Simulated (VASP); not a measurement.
Set up this calculation in VASP 6.6.1, as the native input.

- Task: single point
- Functional: r2SCAN
- Potentials or basis: VASP PAW PBE potentials, release 64 (Al)
- Cutoff: 520 eV
- k mesh: 12 × 12 × 12
- Occupations: fermi-dirac, width 0.05 eV
- Spin: no spin polarisation
- Dipole correction: no
- Further INCAR settings: ALGO = Normal; EDIFF = 1e-06; NBANDS = 8

Al:

```
Al
1.0
     0.00000    2.05145    2.05145
     2.05145    0.00000    2.05145
     2.05145    2.05145    0.00000
Al
1
Direct
  0.00000 0.00000 0.00000
```

One way to write it, as run:

POSCAR

```
Al
1.0
    0.0000000000      2.0514502267      2.0514502267
    2.0514502267      0.0000000000      2.0514502267
    2.0514502267      2.0514502267      0.0000000000
Al
1
Direct
    0.0000000000      0.0000000000      0.0000000000
```

INCAR.step1

```
PREC = Accurate ; ENCUT = 520
ISMEAR = -1 ; SIGMA = 0.05
LREAL = False ; LASPH = True
NELM = 80 ; NBANDS = 8
GGA = PE ; ALGO = Normal
EDIFF = 1E-4 ; LWAVE = True
LCHARG = False
```

INCAR.step2

```
PREC = Accurate ; ENCUT = 520
EDIFF = 1E-6 ; ISMEAR = -1
SIGMA = 0.05 ; LREAL = False
LASPH = True ; NELM = 80
ALGO = Normal ; ISIF = 2
LWAVE = False ; LCHARG = False
METAGGA = R2SCAN ; LMIXTAU = True
NBANDS = 8 ; ISTART = 1
```

KPOINTS

```
regular mesh
0
Gamma
  12 12 12
```

Potentials or basis: VASP PAW PBE potentials, release 64 (Al).

Command:

```sh
$ cat potpaw_PBE.64/Al/POTCAR > POTCAR
$ cp INCAR.step1 INCAR
$ mpirun -np 1 vasp_std > vasp.out
$ cp INCAR.step2 INCAR
$ mpirun -np 1 vasp_std > vasp.out
```

Results of the run:

```json
{
 "Pressure": "-6.2 GPa"
}
```

Caveat: the PAW data sets were made with another functional, which shifts forces and pressure a little.

Run time: 18 s on 1 thread of Intel Xeon 6975P-C, on a shared host, peak memory 0.14 GiB.
